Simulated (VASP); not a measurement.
# CoSi2 (Fm-3m) in VASP: notebook

Runs on CoSi2. Level: PBE. Tasks: single point.

Everything below comes from runs of VASP 6.6.1. Logs are shortened: lines on timing, memory, paths and dates and some standing lists are left out, and cuts for length are marked.

## Step 1: The cell of the first run

Symmetry: Fm-3m, No. 225, cubic system. The conventional cell has a = 5.500 Å, b = 5.500 Å, c = 5.500 Å, α = 90.00°, β = 90.00°, γ = 90.00°. Within 3.1 Å of Co (site symmetry m-3m) lie 8 Si at 2.38 Å. Si (site symmetry -43m) has 4 Co at 2.38 Å and 6 Si at 2.75 Å within 3.1 Å.

## Step 2: Single point, PBE, collinear spin, ferromagnetic start

File INCAR:

```
SYSTEM = CoSi2
PREC = Accurate
ENCUT = 520
EDIFF = 1E-6
ISMEAR = 0
SIGMA = 0.15
LREAL = .False.
LASPH = .True.
NELM = 150
ALGO = Normal
ISIF = 2
LWAVE = .False.
LCHARG = .False.
ISPIN = 2
MAGMOM = 0.825 0 0
LORBIT = 11
NUPDOWN = 0.825
LMAXMIX = 4
GGA = PE
NBANDS = 20
```

File KPOINTS:

```
regular mesh
0
Gamma
  14 14 14
  0 0 0
```

File POSCAR:

```
CoSi2
1.0
    0.0000000000      2.7498291905      2.7498291905
    2.7498291905      0.0000000000      2.7498291905
    2.7498291905      2.7498291905      0.0000000000
Co Si
1 2
Direct
    0.0000000000      0.0000000000      0.0000000000
    0.2500000000      0.2500000000      0.2500000000
    0.7500000000      0.7500000000      0.7500000000
```

Potentials or basis: VASP PAW PBE potentials, release 64 (Co, Si).

Run with:

```console
$ cat potpaw_PBE.64/Co/POTCAR potpaw_PBE.64/Si/POTCAR > POTCAR
$ mpirun -np 1 vasp_std > vasp.out
```

OUTCAR:

```text
SYSTEM = CoSi2
   PREC = Accurate
   ENCUT = 520
   EDIFF = 1E-6
   ISMEAR = 0
   LREAL = .False.
   LASPH = .True.
   NELM = 150
   ISIF = 2
   ISPIN = 2
   LORBIT = 11
   NUPDOWN = 0.825
   GGA = PE

 ion  position               nearest neighbor table
   1  0.000  0.000  0.000-   3 2.38   3 2.38   3 2.38   2 2.38   3 2.38   2 2.38   2 2.38   2 2.38

   2  0.250  0.250  0.250-   1 2.38   1 2.38   1 2.38   1 2.38   3 2.75   3 2.75   3 2.75   3 2.75
                             3 2.75   3 2.75
   3  0.750  0.750  0.750-   1 2.38   1 2.38   1 2.38   1 2.38   2 2.75   2 2.75   2 2.75   2 2.75
                             2 2.75   2 2.75

  LATTYP: Found a face centered cubic cell.
 ALAT       =     5.4996583810

  Lattice vectors:

 A1 = (   0.0000000000,   2.7498291905,   2.7498291905)
 A2 = (   2.7498291905,   0.0000000000,   2.7498291905)
 A3 = (   2.7498291905,   2.7498291905,   0.0000000000)

Analysis of symmetry for initial positions (statically):
=====================================================================
 Subroutine PRICEL returns:
 Original cell was already a primitive cell.

 Routine SETGRP: Setting up the symmetry group for a
 face centered cubic supercell.

 Subroutine GETGRP returns: Found 48 space group operations
 (whereof 48 operations were pure point group operations)
 out of a pool of 48 trial point group operations.

The static configuration has the point symmetry O_h .

Analysis of symmetry for dynamics (positions and initial velocities):
=====================================================================
 Subroutine PRICEL returns:
 Original cell was already a primitive cell.

 Routine SETGRP: Setting up the symmetry group for a
 face centered cubic supercell.

 Subroutine GETGRP returns: Found 48 space group operations
 (whereof 48 operations were pure point group operations)
 out of a pool of 48 trial point group operations.

The dynamic configuration has the point symmetry O_h .

Analysis of structural, dynamic, and magnetic symmetry:
=====================================================================
 Subroutine PRICEL returns:
 Original cell was already a primitive cell.

 Routine SETGRP: Setting up the symmetry group for a
 face centered cubic supercell.

 Subroutine GETGRP returns: Found 48 space group operations
 (whereof 48 operations were pure point group operations)
 out of a pool of 48 trial point group operations.

The overall configuration has the point symmetry O_h .

 Subroutine INISYM returns: Found 48 space group operations
 (whereof 48 operations are pure point group operations),
 and found     1 'primitive' translations

----------------------------------------------------------------------------------------

                                     Primitive cell

  volume of cell :      41.5860

  direct lattice vectors                    reciprocal lattice vectors
     0.000000000  2.749829190  2.749829190    -0.181829476  0.181829476  0.181829476
     2.749829190  0.000000000  2.749829190     0.181829476 -0.181829476  0.181829476
     2.749829190  2.749829190  0.000000000     0.181829476  0.181829476 -0.181829476

  length of vectors
     3.888845735  3.888845735  3.888845735     0.314937890  0.314937890  0.314937890

  position of ions in fractional coordinates (direct lattice)
     0.000000000  0.000000000  0.000000000
     0.250000000  0.250000000  0.250000000
     0.750000000  0.750000000  0.750000000

  ion indices of the primitive-cell ions
   primitive index   ion index
                 1           1
                 2           2
                 3           3

----------------------------------------------------------------------------------------

 KPOINTS: regular mesh

Automatic generation of k-mesh.
 Grid dimensions read from file:
 generate k-points for:   14   14   14

 Generating k-lattice:

  Cartesian coordinates                     Fractional coordinates (reciprocal lattice)
    -0.012987820  0.012987820  0.012987820     0.071428571  0.000000000  0.000000000
     0.012987820 -0.012987820  0.012987820     0.000000000  0.071428571  0.000000000
     0.012987820  0.012987820 -0.012987820     0.000000000  0.000000000  0.071428571

  Length of vectors
     0.022495564  0.022495564  0.022495564

  Shift w.r.t. Gamma in fractional coordinates (k-lattice)
     0.000000000  0.000000000  0.000000000

 Subroutine IBZKPT returns following result:
 ===========================================

 Found    104 irreducible k-points:

 Following reciprocal coordinates:
            Coordinates               Weight
  0.000000  0.000000  0.000000      1.000000
  0.071429  0.000000  0.000000      8.000000
  0.142857  0.000000  0.000000      8.000000
  0.214286  0.000000  0.000000      8.000000
  0.285714  0.000000  0.000000      8.000000
  0.357143  0.000000  0.000000      8.000000
[... 16 lines left out ...]
  0.214286  0.142857  0.000000     24.000000
  0.285714  0.142857  0.000000     24.000000
 [... further k-points ...]
   k-points           NKPTS =    104   k-points in BZ     NKDIM =    104   number of bands    NBANDS=     20
   number of dos      NEDOS =    301   number of ions     NIONS =      3
   total plane-waves  NPLWV =  27000
   dimension x,y,z NGX =    30 NGY =   30 NGZ =   30
   dimension x,y,z NGXF=    60 NGYF=   60 NGZF=   60
   ions per type =               1   2
   NGX,Y,Z   is equivalent  to a cutoff of  12.82, 12.82, 12.82 a.u.
   NGXF,Y,Z  is equivalent  to a cutoff of  25.65, 25.65, 25.65 a.u.
 SYSTEM =  CoSi2
   PREC   = accura    normal or accurate (medium, high low for compatibility)
   ISTART =      0    job   : 0-new  1-cont  2-samecut
   ICHARG =      2    charge: 1-file 2-atom 10-const
   ISPIN  =      2    spin polarized calculation?
   LNONCOLLINEAR =      F non collinear calculations
   LSORBIT =      F    spin-orbit coupling
   LASPH  =      T    aspherical Exc in radial PAW
   ENCUT  =  520.0 eV  38.22 Ry    6.18 a.u.   7.23  7.23  7.23*2*pi/ulx,y,z
   NELM   =    150;   NELMIN=  2; NELMDL= -5     # of ELM steps
   EDIFF  = 0.1E-05   stopping-criterion for ELM
   LREAL  =      F    real-space projection
   EDIFFG = 0.1E-04   stopping-criterion for IOM
   NSW    =      0    number of steps for IOM
   IBRION =     -1    ionic relax: 0-MD 1-quasi-New 2-CG
   NFREE  =      0    steps in history (QN), initial steepest desc. (CG)
   ISIF   =      2    stress and relaxation
   ISYM   =      2    0-nonsym 1-usesym 2-fastsym
   POTIM  = 0.5000    time-step for ionic-motion
   TEBEG  =    0.0;   TEEND  =   0.0 temperature during run
   PSTRESS=    0.0 pullay stress
   NELECT =      17.0000    total number of electrons
   NUPDOWN=       0.8250    fix difference up-down
   EMIN   =  10.00;   EMAX   =-10.00  energy-range for DOS
   EFERMI =   0.00;   METHOD = LEGACY
   ISMEAR =     0;   SIGMA  =   0.15  broadening in eV -4-tet -1-fermi 0-gaus
   EFERMI_NEDOS =   21; number of points for ismear=-14 and -15
   IALGO  =     38    algorithm
   IMIX   =      4    mixing-type and parameters
     AMIX     =   0.40;   BMIX     =  1.00
     AMIX_MAG =   1.60;   BMIX_MAG =  1.00
  volume/ion in A,a.u.               =      13.86        93.55
  Fermi-wavevector in a.u.,A,eV,Ry     =   1.214998  2.296013 20.085181  1.476219
  Thomas-Fermi vector in A             =   2.350399
   LORBIT       =     11    0 simple, 1 ext, 2 COOP (PROOUT), +10 PAW based schemes
   GGA     = PE    functional components
   LHFCALC =     F    Hartree Fock is set to
   AEXX    =    0.0000 exact exchange contribution
   IVDW    =     0    specifies the selected vdW correction
   LEPSILON=     F    determine dielectric tensor
   LRPA    =     F    only Hartree local field effects (RPA)
 spin polarized calculation
 Gauss-broadening in eV      SIGMA  =   0.15
  energy-cutoff  :      520.00
  volume of cell :       41.59
 maximum number of plane-waves:      1139
 NGX is ok and might be reduce to    30
   NGX = 15   NGY = 15   NGZ = 15

 number of electron      16.9999994 magnetization       0.8250000

 Free energy of the ion-electron system (eV)
  ---------------------------------------------------
  ext. energy  EPLUGINS =         0.00000000
  ---------------------------------------------------
  free energy    TOTEN  =       -18.93303342 eV

  energy without entropy =      -18.91393803  energy(sigma->0) =      -18.92348572

 E-fermi :   8.7148     XC(G=0): -11.3837

 val. band max:       10.0293343895   @ k =   0.2857   0.2143   0.0000
 cond. band min:       8.7294070885   @ k =   0.5000   0.0000   0.0000
 fundamental gap:     -1.2999273010
 Fermi energy:        10.0592318020

 spin component 1

 k-point     1 :       0.0000    0.0000    0.0000
  band No.  band energies     occupation
      1      -3.5421      1.00000
      2       5.1437      1.00000
      3       5.1437      1.00000
      4       5.1437      1.00000
      5       7.1087      1.00000
      6       7.1087      1.00000
[... 12 lines left out ...]
     19      19.2254      0.00000
     20      22.4118      0.00000

 k-point     2 :       0.0714    0.0000    0.0000
  band No.  band energies     occupation
      1      -3.4692      1.00000
      2       4.9359      1.00000
      3       5.1695      1.00000
      4       5.1695      1.00000
      5       7.0894      1.00000
      6       7.0894      1.00000
[... 12 lines left out ...]
     19      19.5511      0.00000
     20      22.6571      0.00000
[... 465 lines left out ...]
      3       5.2013      1.00000
      4       5.2362      1.00000
      5       6.5822      1.00000
      6       7.2241      1.00000
[... 12 lines left out ...]
     19      21.7485      0.00000
     20      24.7383      0.00000

 k-point    24 :       0.2857    0.1429    0.0000
  band No.  band energies     occupation
      1      -2.4885      1.00000
      2       3.3326      1.00000
      3       5.2764      1.00000
      4       5.3442      1.00000
      5       6.4014      1.00000
      6       7.2554      1.00000
[... 12 lines left out ...]
     19      23.0615      0.00000
     20      24.9317      0.00000

 [... further k-points ...]

 spin component 2

 k-point     1 :       0.0000    0.0000    0.0000
  band No.  band energies     occupation
      1      -3.3743      1.00000
      2       5.4453      1.00000
      3       5.4453      1.00000
      4       5.4453      1.00000
      5       7.5565      1.00000
      6       7.5565      1.00000
[... 12 lines left out ...]
     19      19.3040      0.00000
     20      22.5915      0.00000

 k-point     2 :       0.0714    0.0000    0.0000
  band No.  band energies     occupation
      1      -3.3014      1.00000
      2       5.2215      1.00000
      3       5.4713      1.00000
      4       5.4713      1.00000
      5       7.5341      1.00000
      6       7.5341      1.00000
[... 12 lines left out ...]
     19      19.6331      0.00000
     20      22.8370      0.00000
[... 465 lines left out ...]
      3       5.4837      1.00000
      4       5.5239      1.00000
      5       6.9574      1.00000
      6       7.6784      1.00000
[... 12 lines left out ...]
     19      21.8571      0.00000
     20      24.9225      0.00000

 k-point    24 :       0.2857    0.1429    0.0000
  band No.  band energies     occupation
      1      -2.3201      1.00000
      2       3.5500      1.00000
      3       5.5551      1.00000
      4       5.6355      1.00000
      5       6.7435      1.00000
      6       7.7085      1.00000
[... 12 lines left out ...]
     19      23.1762      0.00000
     20      25.1219      0.00000

 [... further k-points ...]

------------------------ aborting loop because EDIFF is reached ----------------------------------------

  FORCE on cell =-STRESS in cart. coord.  units (eV):
  Direction    XX          YY          ZZ          XY          YZ          ZX
  --------------------------------------------------------------------------------------
  -------------------------------------------------------------------------------------
  Total       -2.3730967     -2.3730967     -2.3730967     -0.0000000     -0.0000000     -0.0000000
  in kB      -91.4279256    -91.4279256    -91.4279256     -0.0000000     -0.0000000     -0.0000000
  external PRESSURE =     -91.4279256 kB  Pullay stress =       0.0000000 kB

 VOLUME and BASIS-vectors are now :
 -----------------------------------------------------------------------------
  energy-cutoff  :      520.00
  volume of cell :       41.59
      direct lattice vectors                 reciprocal lattice vectors
     0.000000000  2.749829190  2.749829190    -0.181829476  0.181829476  0.181829476
     2.749829190  0.000000000  2.749829190     0.181829476 -0.181829476  0.181829476
     2.749829190  2.749829190  0.000000000     0.181829476  0.181829476 -0.181829476

 POSITION                                       TOTAL-FORCE (eV/Angst)
 -----------------------------------------------------------------------------------
      0.00000      0.00000      0.00000        -0.000000     -0.000000     -0.000000
      1.37491      1.37491      1.37491        -0.000000     -0.000000     -0.000000
      4.12474      4.12474      4.12474         0.000000      0.000000      0.000000
 -----------------------------------------------------------------------------------
    total drift:                                0.000000     -0.000000     -0.000000

  FREE ENERGIE OF THE ION-ELECTRON SYSTEM (eV)
  ---------------------------------------------------
  free  energy   TOTEN  =       -18.9330334203 eV

  energy  without entropy=      -18.9139380273  energy(sigma->0) =      -18.92348572

 total charge

# of ion       s       p       d       tot
------------------------------------------
    1        0.502   0.635   7.499   8.636
    2        0.733   0.820   0.000   1.553
    3        0.733   0.820   0.000   1.553
--------------------------------------------------
tot          1.967   2.275   7.499  11.742

 magnetization (x)

# of ion       s       p       d       tot
------------------------------------------
    1        0.008   0.082   0.430   0.521
    2        0.017   0.044   0.000   0.061
    3        0.017   0.044   0.000   0.061
--------------------------------------------------
tot          0.041   0.170   0.430   0.642
```

It took 6.1 min on 1 thread of AMD EPYC 7R13, shared host; peak memory 0.25 GiB.

Results:

```yaml
Free_energy: -18.9330 eV
Pressure: -9.1 GPa
Net_moment: 0.82 μB per cell
Site_moments: Co +0.52; Si +0.06 μB
Valence_electrons_inside_the_program's_atomic_spheres: Co 8.64; Si 1.55
```

Caveat: the total moment is fixed, so each spin has its own Fermi level.

## Step 3: Single point, PBE, collinear spin, ferromagnetic start

This run uses another cell than the first one, of 13.35 Å³/atom, 0.963 times its volume.

File INCAR:

```
SYSTEM = CoSi2
PREC = Accurate
ENCUT = 520
EDIFF = 1E-6
ISMEAR = 0
SIGMA = 0.15
LREAL = .FALSE.
LASPH = .TRUE.
NELM = 150
ALGO = Normal
ISIF = 2
LWAVE = .FALSE.
LCHARG = .FALSE.
ISPIN = 2
MAGMOM = 1.1 0 0
LORBIT = 11
NUPDOWN = 1.1
LMAXMIX = 4
GGA = PE
NBANDS = 20
```

File KPOINTS:

```
regular mesh
0
G
  14 14 14
  0 0 0
```

File POSCAR:

```
CoSi2
1.0
    0.0000000000      2.7154125383      2.7154125383
    2.7154125383      0.0000000000      2.7154125383
    2.7154125383      2.7154125383      0.0000000000
Co Si
1 2
Direct
    0.0000000000      0.0000000000      0.0000000000
    0.2500000000      0.2500000000      0.2500000000
    0.7500000000      0.7500000000      0.7500000000
```

Potentials or basis: VASP PAW PBE potentials, release 64 (Co, Si).

Run with:

```console
$ cat potpaw_PBE.64/Co/POTCAR potpaw_PBE.64/Si/POTCAR > POTCAR
$ mpirun -np 1 vasp_std > vasp.out
```

It took 4.9 min on 1 thread of AMD EPYC 7R13, shared host; peak memory 0.24 GiB.

Results (log left out):

- Free energy: -18.7688 eV
- Pressure: -1.6 GPa
- Net moment: 1.10 μB per cell
- Site moments: Co +0.70; Si +0.08 μB
- Valence electrons inside the program's atomic spheres: Co 8.72; Si 1.58

Caveat: the total moment is fixed, so each spin has its own Fermi level.
